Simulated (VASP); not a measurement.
# LiTaO2 (R-3m) in VASP: single point with PBEsol

Aim: the single point of LiTaO2 with PBEsol.

Program: VASP 6.6.1. These are calculated values, not measurements. Logs are shortened: lines on timing, memory, paths and dates and some standing lists are left out, and cuts for length are marked.

### 1 The cell of the first run

It takes space group R-3m (No. 166, trigonal). Conventional cell: a = 2.841 Å, b = 2.841 Å, c = 16.071 Å, α = 90.00°, β = 90.00°, γ = 120.00°. Li (site symmetry -3m) has 6 O at 2.08 Å and 6 Li at 2.84 Å within 2.9 Å. Within 2.9 Å of Ta (site symmetry -3m) lie 6 O at 2.16 Å and 6 Ta at 2.84 Å. O (site symmetry 3m) has 3 Li at 2.08 Å and 3 Ta at 2.16 Å and 6 O at 2.84 Å within 2.9 Å.

### 2 Single point, PBEsol

The input, INCAR:

```
SYSTEM = LiTaO2
  ALGO = Normal
  EDIFF = 1E-6
  ENCUT = 520
  GGA = PS
  ISIF = 2
  ISMEAR = 0
  LASPH = .True.
  LCHARG = .False.
  LREAL = .False.
  LWAVE = .False.
  NBANDS = 21
  NELM = 100
  PREC = Accurate
  SIGMA = 0.1
```

The input, KPOINTS:

```
k-points
0
Gamma
  18 18 18
  0 0 0
```

The input, POSCAR:

```
LiTaO2
1.0
    1.4205321500      0.8201446192      5.3569377334
   -1.4205321500      0.8201446192      5.3569377334
    0.0000000000     -1.6402892384      5.3569377334
Li Ta O
1 1 2
Direct
    0.0000000000      0.0000000000      0.0000000000
    0.5000000000      0.5000000000      0.5000000000
    0.2536376216      0.2536376216      0.2536376216
    0.7463623784      0.7463623784      0.7463623784
```

Potentials or basis: VASP PAW PBE potentials, release 64 (Li_sv, Ta_pv, O).

Run with:

```console
cat potpaw_PBE.64/Li_sv/POTCAR potpaw_PBE.64/Ta_pv/POTCAR potpaw_PBE.64/O/POTCAR > POTCAR
mpirun -np 1 vasp_std > vasp.out
```

OUTCAR:

```text
SYSTEM = LiTaO2
   EDIFF = 1E-6
   ENCUT = 520
   GGA = PS
   ISIF = 2
   ISMEAR = 0
   LASPH = .True.
   LREAL = .False.
   NELM = 100
   PREC = Accurate

 ion  position               nearest neighbor table
   1  0.000  0.000  0.000-   4 2.08   4 2.08   3 2.08   3 2.08   4 2.08   3 2.08
   2  0.500  0.500  0.500-   3 2.16   3 2.16   4 2.16   4 2.16   3 2.16   4 2.16
   3  0.254  0.254  0.254-   1 2.08   1 2.08   1 2.08   2 2.16   2 2.16   2 2.16
   4  0.746  0.746  0.746-   1 2.08   1 2.08   1 2.08   2 2.16   2 2.16   2 2.16

  LATTYP: Found a trigonal (rhomboedric) cell.
 ALAT       =     5.6024397065
 COS(alpha) =     0.8714187192

  Lattice vectors:

 A1 = (   1.4205321500,   0.8201446192,   5.3569377334)
 A2 = (  -1.4205321500,   0.8201446192,   5.3569377334)
 A3 = (   0.0000000000,  -1.6402892384,   5.3569377334)

Analysis of symmetry for initial positions (statically):
=====================================================================
 Subroutine PRICEL returns:
 Original cell was already a primitive cell.

 Routine SETGRP: Setting up the symmetry group for a
 trigonal (rhombohedral) supercell.

 Subroutine GETGRP returns: Found 12 space group operations
 (whereof 12 operations were pure point group operations)
 out of a pool of 12 trial point group operations.

The static configuration has the point symmetry D_3d.

Analysis of symmetry for dynamics (positions and initial velocities):
=====================================================================
 Subroutine PRICEL returns:
 Original cell was already a primitive cell.

 Routine SETGRP: Setting up the symmetry group for a
 trigonal (rhombohedral) supercell.

 Subroutine GETGRP returns: Found 12 space group operations
 (whereof 12 operations were pure point group operations)
 out of a pool of 12 trial point group operations.

The dynamic configuration has the point symmetry D_3d.

 Subroutine INISYM returns: Found 12 space group operations
 (whereof 12 operations are pure point group operations),
 and found     1 'primitive' translations

----------------------------------------------------------------------------------------

                                     Primitive cell

  volume of cell :      37.4463

  direct lattice vectors                    reciprocal lattice vectors
     1.420532150  0.820144619  5.356937733     0.351980770  0.203216192  0.062224605
    -1.420532150  0.820144619  5.356937733    -0.351980770  0.203216192  0.062224605
     0.000000000 -1.640289238  5.356937733     0.000000000 -0.406432385  0.062224605

  length of vectors
     5.602439707  5.602439707  5.602439707     0.411168074  0.411168074  0.411168074

  position of ions in fractional coordinates (direct lattice)
     0.000000000  0.000000000  0.000000000
     0.500000000  0.500000000  0.500000000
     0.253637622  0.253637622  0.253637622
     0.746362378  0.746362378  0.746362378

  ion indices of the primitive-cell ions
   primitive index   ion index
                 1           1
                 2           2
                 3           3
                 4           4

----------------------------------------------------------------------------------------

 KPOINTS: k-points

Automatic generation of k-mesh.
 Grid dimensions read from file:
 generate k-points for:   18   18   18

 Generating k-lattice:

  Cartesian coordinates                     Fractional coordinates (reciprocal lattice)
     0.019554487  0.011289788  0.003456922     0.055555556 -0.000000000  0.000000000
    -0.019554487  0.011289788  0.003456922    -0.000000000  0.055555556  0.000000000
     0.000000000 -0.022579577  0.003456922     0.000000000  0.000000000  0.055555556

  Length of vectors
     0.022842671  0.022842671  0.022842671

  Shift w.r.t. Gamma in fractional coordinates (k-lattice)
     0.000000000  0.000000000  0.000000000

 Subroutine IBZKPT returns following result:
 ===========================================

 Found    580 irreducible k-points:

 Following reciprocal coordinates:
            Coordinates               Weight
  0.000000  0.000000  0.000000      1.000000
  0.055556  0.000000 -0.000000      6.000000
  0.111111  0.000000 -0.000000      6.000000
  0.166667  0.000000  0.000000      6.000000
  0.222222  0.000000  0.000000      6.000000
  0.277778  0.000000 -0.000000      6.000000
[... 16 lines left out ...]
 -0.277778  0.055556  0.000000     12.000000
 -0.222222  0.055556 -0.000000     12.000000
 [... further k-points ...]
   k-points           NKPTS =    580   k-points in BZ     NKDIM =    580   number of bands    NBANDS=     21
   number of dos      NEDOS =    301   number of ions     NIONS =      4
   total plane-waves  NPLWV =  74088
   dimension x,y,z NGX =    42 NGY =   42 NGZ =   42
   dimension x,y,z NGXF=    84 NGYF=   84 NGZF=   84
   ions per type =               1   1   2
   NGX,Y,Z   is equivalent  to a cutoff of  12.46, 12.46, 12.46 a.u.
   NGXF,Y,Z  is equivalent  to a cutoff of  24.93, 24.93, 24.93 a.u.
 SYSTEM =  LiTaO2
   PREC   = accura    normal or accurate (medium, high low for compatibility)
   ISTART =      0    job   : 0-new  1-cont  2-samecut
   ICHARG =      2    charge: 1-file 2-atom 10-const
   ISPIN  =      1    spin polarized calculation?
   LNONCOLLINEAR =      F non collinear calculations
   LSORBIT =      F    spin-orbit coupling
   LASPH  =      T    aspherical Exc in radial PAW
   ENCUT  =  520.0 eV  38.22 Ry    6.18 a.u.  10.42 10.42 10.42*2*pi/ulx,y,z
   NELM   =    100;   NELMIN=  2; NELMDL= -5     # of ELM steps
   EDIFF  = 0.1E-05   stopping-criterion for ELM
   LREAL  =      F    real-space projection
   EDIFFG = 0.1E-04   stopping-criterion for IOM
   NSW    =      0    number of steps for IOM
   IBRION =     -1    ionic relax: 0-MD 1-quasi-New 2-CG
   NFREE  =      0    steps in history (QN), initial steepest desc. (CG)
   ISIF   =      2    stress and relaxation
   ISYM   =      2    0-nonsym 1-usesym 2-fastsym
   POTIM  = 0.5000    time-step for ionic-motion
   TEBEG  =    0.0;   TEEND  =   0.0 temperature during run
   PSTRESS=    0.0 pullay stress
   NELECT =      26.0000    total number of electrons
   NUPDOWN=      -1.0000    fix difference up-down
   EMIN   =  10.00;   EMAX   =-10.00  energy-range for DOS
   EFERMI =   0.00;   METHOD = LEGACY
   ISMEAR =     0;   SIGMA  =   0.10  broadening in eV -4-tet -1-fermi 0-gaus
   EFERMI_NEDOS =   21; number of points for ismear=-14 and -15
   IALGO  =     38    algorithm
   IMIX   =      4    mixing-type and parameters
     AMIX     =   0.40;   BMIX     =  1.00
     AMIX_MAG =   1.60;   BMIX_MAG =  1.00
  volume/ion in A,a.u.               =       9.36        63.18
  Fermi-wavevector in a.u.,A,eV,Ry     =   1.449649  2.739439 28.592397  2.101482
  Thomas-Fermi vector in A             =   2.567351
   LORBIT       =      0    0 simple, 1 ext, 2 COOP (PROOUT), +10 PAW based schemes
   GGA     = PS    functional components
   LHFCALC =     F    Hartree Fock is set to
   AEXX    =    0.0000 exact exchange contribution
   IVDW    =     0    specifies the selected vdW correction
   LEPSILON=     F    determine dielectric tensor
   LRPA    =     F    only Hartree local field effects (RPA)
 non-spin polarized calculation
 Gauss-broadening in eV      SIGMA  =   0.10
  energy-cutoff  :      520.00
  volume of cell :       37.45
 maximum number of plane-waves:      1024
 NGX is ok and might be reduce to    42
   NGX = 21   NGY = 21   NGZ = 21

 number of electron      26.0000009 magnetization

 Free energy of the ion-electron system (eV)
  ---------------------------------------------------
  ext. energy  EPLUGINS =         0.00000000
  ---------------------------------------------------
  free energy    TOTEN  =       -33.90511164 eV

  energy without entropy =      -33.90227638  energy(sigma->0) =      -33.90369401

 E-fermi :   6.4817     XC(G=0): -12.1707

 val. band max:        6.4793536638   @ k =  -0.1667   0.1111   0.0000
 cond. band min:       6.4894021498   @ k =  -0.3889   0.5000   0.3333
 fundamental gap:      0.0100484860
 Fermi energy:         6.4816881865

 k-point     1 :       0.0000    0.0000    0.0000
  band No.  band energies     occupation
      1     -38.5057      2.00000
      2     -29.1076      2.00000
      3     -28.3673      2.00000
      4     -28.3673      2.00000
      5     -14.3280      2.00000
      6     -12.9081      2.00000
[... 13 lines left out ...]
     20      16.9973      0.00000
     21      19.6534      0.00000

 k-point     2 :       0.0556    0.0000   -0.0000
  band No.  band energies     occupation
      1     -38.5047      2.00000
      2     -29.0979      2.00000
      3     -28.4138      2.00000
      4     -28.3768      2.00000
      5     -14.2802      2.00000
      6     -12.9171      2.00000
[... 13 lines left out ...]
     20      16.9424      0.00000
     21      19.4737      0.00000

 k-point     3 :       0.1111    0.0000   -0.0000
  band No.  band energies     occupation
      1     -38.5015      2.00000
      2     -29.0700      2.00000
      3     -28.5457      2.00000
      4     -28.4042      2.00000
      5     -14.1438      2.00000
      6     -12.9421      2.00000
[... 13 lines left out ...]
     20      16.7877      0.00000
     21      19.4712      0.00000

 k-point     4 :       0.1667    0.0000    0.0000
  band No.  band energies     occupation
      1     -38.4967      2.00000
      2     -29.0272      2.00000
      3     -28.7423      2.00000
      4     -28.4459      2.00000
      5     -13.9412      2.00000
      6     -12.9762      2.00000
[... 13 lines left out ...]
     20      16.5585      0.00000
     21      19.5281      0.00000

 k-point     5 :       0.2222    0.0000    0.0000
  band No.  band energies     occupation
      1     -38.4906      2.00000
      2     -28.9911      2.00000
      3     -28.9585      2.00000
      4     -28.4965      2.00000
      5     -13.7116      2.00000
      6     -13.0002      2.00000
[... 13 lines left out ...]
     20      16.3093      0.00000
     21      19.1448      0.00000
[... 382 lines left out ...]
     20      16.7294      0.00000
     21      17.9003      0.00000

 k-point    22 :      -0.3333    0.0556    0.0000
  band No.  band energies     occupation
      1     -38.4751      2.00000
      2     -29.5219      2.00000
      3     -28.8325      2.00000
      4     -28.6459      2.00000
      5     -13.4235      2.00000
      6     -12.7498      2.00000
[... 13 lines left out ...]
     20      16.6842      0.00000
     21      18.2646      0.00000

 k-point    23 :      -0.2778    0.0556    0.0000
  band No.  band energies     occupation
      1     -38.4806      2.00000
      2     -29.3310      2.00000
      3     -28.8825      2.00000
      4     -28.5970      2.00000
      5     -13.4431      2.00000
      6     -12.9256      2.00000
[... 13 lines left out ...]
     20      16.4946      0.00000
     21      18.5845      0.00000

 k-point    24 :      -0.2222    0.0556   -0.0000
  band No.  band energies     occupation
      1     -38.4869      2.00000
      2     -29.1077      2.00000
      3     -28.9382      2.00000
      4     -28.5409      2.00000
      5     -13.5786      2.00000
      6     -13.0050      2.00000
[... 13 lines left out ...]
     20      16.2134      0.00000
     21      18.9401      0.00000

 [... further k-points ...]
[... 5 lines left out ...]
  --------------------------------------------------------------------------------------
  -------------------------------------------------------------------------------------
  Total        0.1743375      0.1743375      0.1596343      0.0000000     -0.0000000      0.0000000
  in kB        7.4591945      7.4591945      6.8301076      0.0000000     -0.0000000      0.0000000
  external PRESSURE =       7.2494989 kB  Pullay stress =       0.0000000 kB

 VOLUME and BASIS-vectors are now :
 -----------------------------------------------------------------------------
  energy-cutoff  :      520.00
  volume of cell :       37.45
      direct lattice vectors                 reciprocal lattice vectors
     1.420532150  0.820144619  5.356937733     0.351980770  0.203216192  0.062224605
    -1.420532150  0.820144619  5.356937733    -0.351980770  0.203216192  0.062224605
     0.000000000 -1.640289238  5.356937733     0.000000000 -0.406432385  0.062224605

 POSITION                                       TOTAL-FORCE (eV/Angst)
 -----------------------------------------------------------------------------------
      0.00000      0.00000      0.00000         0.000000     -0.000000     -0.000000
      0.00000      0.00000      8.03541         0.000000      0.000000     -0.000000
      0.00000      0.00000      4.07616         0.000000     -0.000000      0.053972
      0.00000      0.00000     11.99465         0.000000      0.000000     -0.053972
 -----------------------------------------------------------------------------------
    total drift:                               -0.000000     -0.000000      0.000000

  FREE ENERGIE OF THE ION-ELECTRON SYSTEM (eV)
  ---------------------------------------------------
  free  energy   TOTEN  =       -33.9051116416 eV

  energy  without entropy=      -33.9022763801  energy(sigma->0) =      -33.90369401
```

Wall time 12 min (1 thread of Intel Xeon Platinum 8559C (Emerald Rapids), shared host); peak memory 0.6 GiB.

What came out:

```
Free energy            : -33.9051 eV
Largest force          : 0.054 eV/Å
Band gap on the k mesh : zero (bands 13 and 14 overlap by 1.12 eV)
```

Forces on the atoms (eV/Å):
```
Li   0.000  0.000  0.000
Ta   0.000  0.000  0.000
O    0.000  0.000  0.054
O    0.000  0.000 -0.054
```

Levels at points of the mesh, in eV from the Fermi level:
```
           k point  band 11  band 12  band 13  band 14  band 15  band 16
(0.00, 0.00, 0.00)    -3.42    -3.42    -1.13     0.64     0.64     2.91
(0.50, 0.00, 0.00)    -4.61    -3.94    -2.22     4.23     4.58     4.70
(0.50, 0.50, 0.00)    -5.02    -4.26    -2.61     4.52     4.80     5.24
(0.50, 0.50, 0.50)    -3.50    -3.50    -0.39     0.69     0.69     3.21
```

Caveat: the cutoff is under 1.25 times the usual one of these potentials, so pressure, stress and relaxed cells hold a basis-set (Pulay) error; the PAW data sets were made with another functional, which shifts forces and pressure a little; spin-orbit coupling is left out, which moves the levels of the heavy elements.
